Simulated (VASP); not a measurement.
# PbSe (Fm-3m) in VASP: notebook

PbSe is run at these levels: PBE; tasks: single point.

Everything below comes from runs of VASP 6.6.1. Logs are shortened: lines on timing, memory, paths and dates and some standing lists are left out, and cuts for length are marked.

## (1) The cell of the first run

It takes space group Fm-3m (No. 225, cubic). Conventional cell: a = 6.090 Å, b = 6.090 Å, c = 6.090 Å, α = 90.00°, β = 90.00°, γ = 90.00°. Pb (site symmetry m-3m) has 6 Se at 3.05 Å within 4.0 Å. Se (site symmetry m-3m) has 6 Pb at 3.05 Å within 4.0 Å.

## (2) Single point, PBE (volume changed by -6%)

INCAR reads:

```
PREC = Accurate
ENCUT = 520
EDIFF = 1E-7
ISMEAR = 0
SIGMA = 0.01
LREAL = False
LASPH = True
NELM = 100
ALGO = Normal
ISIF = 2
LWAVE = False
LCHARG = False
GGA = PE
NBANDS = 17
```

KPOINTS reads:

```
regular mesh
0
Gamma
  6 6 6
```

POSCAR reads:

```
PbSe
1.0
    0.0000000000      3.0452156971      3.0452156971
    3.0452156971      0.0000000000      3.0452156971
    3.0452156971      3.0452156971      0.0000000000
Pb Se
1 1
Direct
    0.0000000000      0.0000000000      0.0000000000
    0.5000000000      0.5000000000      0.5000000000
```

Potentials or basis: VASP PAW PBE potentials, release 64 (Pb_d, Se).

The run is started by

```console
$ cat potpaw_PBE.64/Pb_d/POTCAR potpaw_PBE.64/Se/POTCAR > POTCAR
$ mpirun -np 1 vasp_std > vasp.out
```

OUTCAR:

```text
PREC = Accurate
   ENCUT = 520
   EDIFF = 1E-7
   ISMEAR = 0
   LREAL = False
   LASPH = True
   NELM = 100
   ISIF = 2
   GGA = PE

 ion  position               nearest neighbor table
   1  0.000  0.000  0.000-   2 3.05   2 3.05   2 3.05   2 3.05   2 3.05   2 3.05
   2  0.500  0.500  0.500-   1 3.05   1 3.05   1 3.05   1 3.05   1 3.05   1 3.05

  LATTYP: Found a face centered cubic cell.
 ALAT       =     6.0904313942

  Lattice vectors:

 A1 = (   0.0000000000,   3.0452156971,   3.0452156971)
 A2 = (   3.0452156971,   0.0000000000,   3.0452156971)
 A3 = (   3.0452156971,   3.0452156971,   0.0000000000)

Analysis of symmetry for initial positions (statically):
=====================================================================
 Subroutine PRICEL returns:
 Original cell was already a primitive cell.

 Routine SETGRP: Setting up the symmetry group for a
 face centered cubic supercell.

 Subroutine GETGRP returns: Found 48 space group operations
 (whereof 48 operations were pure point group operations)
 out of a pool of 48 trial point group operations.

The static configuration has the point symmetry O_h .

Analysis of symmetry for dynamics (positions and initial velocities):
=====================================================================
 Subroutine PRICEL returns:
 Original cell was already a primitive cell.

 Routine SETGRP: Setting up the symmetry group for a
 face centered cubic supercell.

 Subroutine GETGRP returns: Found 48 space group operations
 (whereof 48 operations were pure point group operations)
 out of a pool of 48 trial point group operations.

The dynamic configuration has the point symmetry O_h .

 Subroutine INISYM returns: Found 48 space group operations
 (whereof 48 operations are pure point group operations),
 and found     1 'primitive' translations

----------------------------------------------------------------------------------------

                                     Primitive cell

  volume of cell :      56.4786

  direct lattice vectors                    reciprocal lattice vectors
     0.000000000  3.045215697  3.045215697    -0.164191982  0.164191982  0.164191982
     3.045215697  0.000000000  3.045215697     0.164191982 -0.164191982  0.164191982
     3.045215697  3.045215697  0.000000000     0.164191982  0.164191982 -0.164191982

  length of vectors
     4.306585339  4.306585339  4.306585339     0.284388854  0.284388854  0.284388854

  position of ions in fractional coordinates (direct lattice)
     0.000000000  0.000000000  0.000000000
     0.500000000  0.500000000  0.500000000

  ion indices of the primitive-cell ions
[... 67 lines left out ...]
   LREAL  =      F    real-space projection
   EDIFFG = 0.1E-05   stopping-criterion for IOM
   NSW    =      0    number of steps for IOM
   IBRION =     -1    ionic relax: 0-MD 1-quasi-New 2-CG
   NFREE  =      0    steps in history (QN), initial steepest desc. (CG)
   ISIF   =      2    stress and relaxation
   ISYM   =      2    0-nonsym 1-usesym 2-fastsym
   POTIM  = 0.5000    time-step for ionic-motion
   TEBEG  =    0.0;   TEEND  =   0.0 temperature during run
   PSTRESS=    0.0 pullay stress
   NELECT =      20.0000    total number of electrons
   NUPDOWN=      -1.0000    fix difference up-down
   EMIN   =  10.00;   EMAX   =-10.00  energy-range for DOS
   EFERMI =   0.00;   METHOD = LEGACY
   ISMEAR =     0;   SIGMA  =   0.01  broadening in eV -4-tet -1-fermi 0-gaus
   EFERMI_NEDOS =   21; number of points for ismear=-14 and -15
   IALGO  =     38    algorithm
   IMIX   =      4    mixing-type and parameters
     AMIX     =   0.40;   BMIX     =  1.00
     AMIX_MAG =   1.60;   BMIX_MAG =  1.00
  volume/ion in A,a.u.               =      28.24       190.57
  Fermi-wavevector in a.u.,A,eV,Ry     =   1.158217  2.188714 18.251776  1.341468
  Thomas-Fermi vector in A             =   2.294822
   LORBIT       =      0    0 simple, 1 ext, 2 COOP (PROOUT), +10 PAW based schemes
   GGA     = PE    functional components
   LHFCALC =     F    Hartree Fock is set to
   AEXX    =    0.0000 exact exchange contribution
   IVDW    =     0    specifies the selected vdW correction
   LEPSILON=     F    determine dielectric tensor
   LRPA    =     F    only Hartree local field effects (RPA)
 non-spin polarized calculation
 Gauss-broadening in eV      SIGMA  =   0.01
  energy-cutoff  :      520.00
  volume of cell :       56.48
 maximum number of plane-waves:      1536
   NGX = 17   NGY = 17   NGZ = 17

 number of electron      20.0000004 magnetization

 Free energy of the ion-electron system (eV)
  ---------------------------------------------------
  ext. energy  EPLUGINS =         0.00000000
  ---------------------------------------------------
  free energy    TOTEN  =        -8.16585679 eV

  energy without entropy =       -8.16585679  energy(sigma->0) =       -8.16585679

 E-fermi :   5.3172     XC(G=0):  -9.6017

 val. band max:        5.2710258291   @ k =   0.5000   0.0000   0.0000
 cond. band min:       5.5115920355   @ k =   0.5000   0.0000   0.0000
 fundamental gap:      0.2405662064
 Fermi energy:         5.3171712728

 k-point     1 :       0.0000    0.0000    0.0000
  band No.  band energies     occupation
      1     -11.6036      2.00000
      2     -11.6036      2.00000
      3     -11.6036      2.00000
      4     -11.6005      2.00000
      5     -11.6005      2.00000
      6      -8.4689      2.00000
[... 297 lines left out ...]
      4     -11.5737      2.00000
      5     -11.5562      2.00000
      6      -6.9516      2.00000
[... 9 lines left out ...]
     16      16.9899      0.00000
     17      17.9157      0.00000

------------------------ aborting loop because EDIFF is reached ----------------------------------------

  FORCE on cell =-STRESS in cart. coord.  units (eV):
  Direction    XX          YY          ZZ          XY          YZ          ZX
  --------------------------------------------------------------------------------------
  -------------------------------------------------------------------------------------
  Total        1.1516404      1.1516404      1.1516404     -0.0000000     -0.0000000      0.0000000
  in kB       32.6695617     32.6695617     32.6695617     -0.0000000     -0.0000000      0.0000000
  external PRESSURE =      32.6695617 kB  Pullay stress =       0.0000000 kB

 VOLUME and BASIS-vectors are now :
 -----------------------------------------------------------------------------
  energy-cutoff  :      520.00
  volume of cell :       56.48
      direct lattice vectors                 reciprocal lattice vectors
     0.000000000  3.045215697  3.045215697    -0.164191982  0.164191982  0.164191982
     3.045215697  0.000000000  3.045215697     0.164191982 -0.164191982  0.164191982
     3.045215697  3.045215697  0.000000000     0.164191982  0.164191982 -0.164191982

 POSITION                                       TOTAL-FORCE (eV/Angst)
 -----------------------------------------------------------------------------------
      0.00000      0.00000      0.00000         0.000000      0.000000      0.000000
      3.04522      3.04522      3.04522         0.000000     -0.000000     -0.000000
 -----------------------------------------------------------------------------------
    total drift:                                0.000000     -0.000000     -0.000000

  FREE ENERGIE OF THE ION-ELECTRON SYSTEM (eV)
  ---------------------------------------------------
  free  energy   TOTEN  =        -8.1658567922 eV

  energy  without entropy=       -8.1658567922  energy(sigma->0) =       -8.16585679
```

OSZICAR:

```text
N       E                     dE             d eps       ncg     rms          rms(c)
DAV:   1     0.160744633977E+03    0.16074E+03   -0.96745E+03   544   0.122E+03
DAV:   2     0.317369400084E+01   -0.15757E+03   -0.15274E+03   570   0.315E+02
DAV:   3    -0.817886165494E+01   -0.11353E+02   -0.11282E+02   724   0.893E+01
DAV:   4    -0.843364543170E+01   -0.25478E+00   -0.25462E+00   654   0.151E+01
DAV:   5    -0.844263969498E+01   -0.89943E-02   -0.89936E-02   778   0.277E+00    0.280E+00
DAV:   6    -0.816792438333E+01    0.27472E+00   -0.67290E-01   815   0.569E+00    0.160E+00
DAV:   7    -0.816294171907E+01    0.49827E-02   -0.11685E-01   660   0.166E+00    0.869E-01
DAV:   8    -0.816619700153E+01   -0.32553E-02   -0.12480E-02   661   0.123E+00    0.158E-01
DAV:   9    -0.816579017990E+01    0.40682E-03   -0.25489E-03   813   0.508E-01    0.482E-02
DAV:  10    -0.816585064334E+01   -0.60463E-04   -0.21226E-04   629   0.836E-02    0.187E-02
DAV:  11    -0.816585668471E+01   -0.60414E-05   -0.58064E-05   692   0.763E-02    0.776E-03
DAV:  12    -0.816585675747E+01   -0.72752E-07   -0.33229E-06   709   0.134E-02    0.230E-03
DAV:  13    -0.816585679217E+01   -0.34701E-07   -0.11375E-07   568   0.324E-03
   1 F= -.81658568E+01 E0= -.81658568E+01  d E =-.590413E-13
```

stdout:

```text
POSCAR found type information on POSCAR PbSe
 POSCAR found :  2 types and       2 ions
 scaLAPACK will be used
 LDA part: xc-table for (Slater+PW92), standard interpolation
 POSCAR, INCAR and KPOINTS ok, starting setup
 FFT: planning ... GRIDC
 FFT: planning ... GRID_SOFT
 FFT: planning ... GRID
 WAVECAR not read
 entering main loop
```

It took 8.3 s on 1 thread of AMD EPYC 9R45 (Zen 5), shared host; peak memory 0.15 GiB.

What came out:

| Item | Value |
| --- | --- |
| Free energy | -8.1659 eV |
| Pressure | 3.3 GPa |
| Band gap on the k mesh | 0.24 eV, direct |

Caveat: the cell differs from its parent crystal (volume changed by -6%); spin-orbit coupling is left out, which moves the levels of the heavy elements.

## (3) Single point, PBE

This run uses another cell than the first one, of 30.04 Å³/atom, 1.064 times its volume.

INCAR reads:

```
ALGO = Normal ; EDIFF = 1E-7
ENCUT = 520 ; GGA = PE
ISIF = 2 ; ISMEAR = 0
LASPH = True ; LCHARG = True
LELF = True ; LREAL = False
LVHAR = True ; LWAVE = False
NBANDS = 17 ; NELM = 100
PREC = Accurate ; SIGMA = 0.01
```

KPOINTS reads:

```
k-points
0
Gamma
  6 6 6
```

POSCAR reads:

```
PbSe
1.0
    0.0000000000      3.1086758683      3.1086758683
    3.1086758683      0.0000000000      3.1086758683
    3.1086758683      3.1086758683      0.0000000000
Pb Se
1 1
Direct
    0.0000000000      0.0000000000      0.0000000000
    0.5000000000      0.5000000000      0.5000000000
```

Potentials or basis: VASP PAW PBE potentials, release 64 (Pb_d, Se).

The run is started by

```console
$ cat potpaw_PBE.64/Pb_d/POTCAR potpaw_PBE.64/Se/POTCAR > POTCAR
$ mpirun -np 1 vasp_std > vasp.out
```

Run time: 14 s. Hardware: 1 thread of AMD EPYC 9R45 (Zen 5), shared host; peak memory 0.17 GiB.

The run converged. Its results:

```yaml
Free_energy: -8.2011 eV
Pressure: 0.0 GPa
Band_gap_on_the_k_mesh: 0.44 eV, direct
```

Levels at points of the mesh, in eV from the valence-band top:
```
           k point  band 7  band 8  band 9  band 10  band 11  band 12  band 13  band 14
(0.00, 0.00, 0.00)   -6.34   -1.64   -1.64    -1.64     4.64     4.64     4.64     6.65
(0.50, 0.00, 0.00)   -8.52   -1.26   -1.26     0.00     0.44     1.83     1.83     8.53
(0.50, 0.50, 0.00)   -7.27   -4.57   -2.91    -2.91     3.92     5.47     5.47     5.88
```

Caveat: spin-orbit coupling is left out, which moves the levels of the heavy elements.

## (4) Single point, PBE (volume changed by -3%)

INCAR reads:

```
SYSTEM = PbSe
PREC = Accurate
ENCUT = 520
EDIFF = 1E-7
ISMEAR = 0
SIGMA = 0.01
LREAL = .FALSE.
LASPH = .TRUE.
NELM = 80
ALGO = Normal
ISIF = 2
LWAVE = .FALSE.
LCHARG = .FALSE.
GGA = PE
NBANDS = 17
```

KPOINTS reads:

```
regular mesh
0
G
  6 6 6
  0 0 0
```

POSCAR reads:

```
PbSe
1.0
    0.0000000000      3.0772729549      3.0772729549
    3.0772729549      0.0000000000      3.0772729549
    3.0772729549      3.0772729549      0.0000000000
Pb Se
1 1
Direct
    0.0000000000      0.0000000000      0.0000000000
    0.5000000000      0.5000000000      0.5000000000
```

Potentials or basis: VASP PAW PBE potentials, release 64 (Pb_d, Se).

The run is started by

```console
$ cat potpaw_PBE.64/Pb_d/POTCAR potpaw_PBE.64/Se/POTCAR > POTCAR
$ mpirun -np 1 vasp_std > vasp.out
```

OUTCAR:

```text
SYSTEM = PbSe
   PREC = Accurate
   ENCUT = 520
   EDIFF = 1E-7
   ISMEAR = 0
   LREAL = .FALSE.
   LASPH = .TRUE.
   NELM = 80
   ISIF = 2
   GGA = PE

 ion  position               nearest neighbor table
   1  0.000  0.000  0.000-   2 3.08   2 3.08   2 3.08   2 3.08   2 3.08   2 3.08
   2  0.500  0.500  0.500-   1 3.08   1 3.08   1 3.08   1 3.08   1 3.08   1 3.08

  LATTYP: Found a face centered cubic cell.
 ALAT       =     6.1545459098

  Lattice vectors:

 A1 = (   0.0000000000,   3.0772729549,   3.0772729549)
 A2 = (   3.0772729549,   0.0000000000,   3.0772729549)
[... 495 lines left out ...]

  FORCE on cell =-STRESS in cart. coord.  units (eV):
  Direction    XX          YY          ZZ          XY          YZ          ZX
  --------------------------------------------------------------------------------------
  -------------------------------------------------------------------------------------
  Total        0.5362289      0.5362289      0.5362289     -0.0000000      0.0000000      0.0000000
  in kB       14.7411971     14.7411971     14.7411971     -0.0000000      0.0000000      0.0000000
  external PRESSURE =      14.7411971 kB  Pullay stress =       0.0000000 kB

 VOLUME and BASIS-vectors are now :
 -----------------------------------------------------------------------------
  energy-cutoff  :      520.00
  volume of cell :       58.28
      direct lattice vectors                 reciprocal lattice vectors
     0.000000000  3.077272955  3.077272955    -0.162481524  0.162481524  0.162481524
     3.077272955  0.000000000  3.077272955     0.162481524 -0.162481524  0.162481524
     3.077272955  3.077272955  0.000000000     0.162481524  0.162481524 -0.162481524

 POSITION                                       TOTAL-FORCE (eV/Angst)
 -----------------------------------------------------------------------------------
      0.00000      0.00000      0.00000         0.000000      0.000000      0.000000
      3.07727      3.07727      3.07727        -0.000000     -0.000000     -0.000000
 -----------------------------------------------------------------------------------
    total drift:                                0.000000     -0.000000     -0.000000

  FREE ENERGIE OF THE ION-ELECTRON SYSTEM (eV)
  ---------------------------------------------------
  free  energy   TOTEN  =        -8.1927585380 eV

  energy  without entropy=       -8.1927585380  energy(sigma->0) =       -8.19275854
```

stdout:

```text
POSCAR found type information on POSCAR PbSe
 POSCAR found :  2 types and       2 ions
 scaLAPACK will be used
 LDA part: xc-table for (Slater+PW92), standard interpolation
 POSCAR, INCAR and KPOINTS ok, starting setup
 FFT: planning ... GRIDC
 FFT: planning ... GRID_SOFT
 FFT: planning ... GRID
 WAVECAR not read
 entering main loop
```

It took 8.5 s on 1 thread of AMD EPYC 9R45 (Zen 5), shared host; peak memory 0.15 GiB.

Results:

```
Free energy            : -8.1928 eV
Pressure               : 1.5 GPa
Band gap on the k mesh : 0.35 eV, direct
```

Levels at points of the mesh, in eV from the valence-band top:
| k point | band 8 | band 9 | band 10 | band 11 | band 12 | band 13 |
| --- | --- | --- | --- | --- | --- | --- |
| (0.00, 0.00, 0.00) | -1.79 | -1.79 | -1.79 | 4.69 | 4.69 | 4.69 |
| (0.50, 0.00, 0.00) | -1.40 | -1.40 | 0.00 | 0.35 | 1.75 | 1.75 |
| (0.50, 0.50, 0.00) | -4.84 | -3.12 | -3.12 | 3.78 | 5.56 | 5.56 |

Caveat: the cell differs from its parent crystal (volume changed by -3%); spin-orbit coupling is left out, which moves the levels of the heavy elements.

## (5) Single point, PBE (volume changed by +3%)

INCAR reads:

```
PREC = Accurate
ENCUT = 520
EDIFF = 1E-7
ISMEAR = 0
SIGMA = 0.01
LREAL = F
LASPH = T
NELM = 100
ALGO = Normal
ISIF = 2
LWAVE = F
LCHARG = F
GGA = PE
NBANDS = 17
```

KPOINTS reads:

```
Automatic mesh
0
Gamma
  6 6 6
```

POSCAR reads:

```
PbSe
1.0
    0.0000000000      3.1394568391      3.1394568391
    3.1394568391      0.0000000000      3.1394568391
    3.1394568391      3.1394568391      0.0000000000
Pb Se
1 1
Direct
    0.0000000000      0.0000000000      0.0000000000
    0.5000000000      0.5000000000      0.5000000000
```

The run is started by

```console
$ cat potpaw_PBE.64/Pb_d/POTCAR potpaw_PBE.64/Se/POTCAR > POTCAR
$ mpirun -np 1 vasp_std > vasp.out
```

Wall time 13 s (1 thread of AMD EPYC 9R45 (Zen 5), shared host); peak memory 0.17 GiB.

It converged, with:

| Quantity | Value |
| --- | --- |
| Free energy | -8.1936 eV |
| Pressure | -1.3 GPa |
| Band gap on the k mesh | 0.52 eV, direct |

Levels at points of the mesh, in eV from the valence-band top:
```csv
k point,band 6,band 7,band 8,band 9,band 10,band 11,band 12,band 13,band 14,band 15
"(0.00, 0.00, 0.00)",-12.93,-6.37,-1.49,-1.49,-1.49,4.59,4.59,4.59,6.73,6.73
"(0.50, 0.00, 0.00)",-12.04,-8.35,-1.14,-1.14,0.00,0.52,1.90,1.90,8.50,10.05
"(0.50, 0.50, 0.00)",-11.77,-7.22,-4.32,-2.72,-2.72,4.06,5.37,5.37,5.77,11.14
```

Caveat: the cell differs from its parent crystal (volume changed by +3%); spin-orbit coupling is left out, which moves the levels of the heavy elements.

## (6) The runs side by side

| cell | gap on the mesh (eV) | pressure (GPa) |
| --- | --- | --- |
| a = 4.307 Å, angles 60.0°, 2 atoms | 0.24 | 3.3 |
| a = 4.396 Å, angles 60.0°, 2 atoms | 0.44 | 0.0 |
| a = 4.352 Å, angles 60.0°, 2 atoms | 0.35 | 1.5 |
| a = 4.440 Å, angles 60.0°, 2 atoms | 0.52 | -1.3 |

Alike in all rows: task single point; level PBE; potentials or basis VASP PAW PBE potentials, release 64 (Pb_d, Se); no spin polarisation; k mesh 6 × 6 × 6; cutoff (eV) 520; smearing gaussian 0.01 eV.

Caveats: spin-orbit coupling is left out, which moves the levels of the heavy elements.

Absolute energies hang on the potentials; compare differences alone.
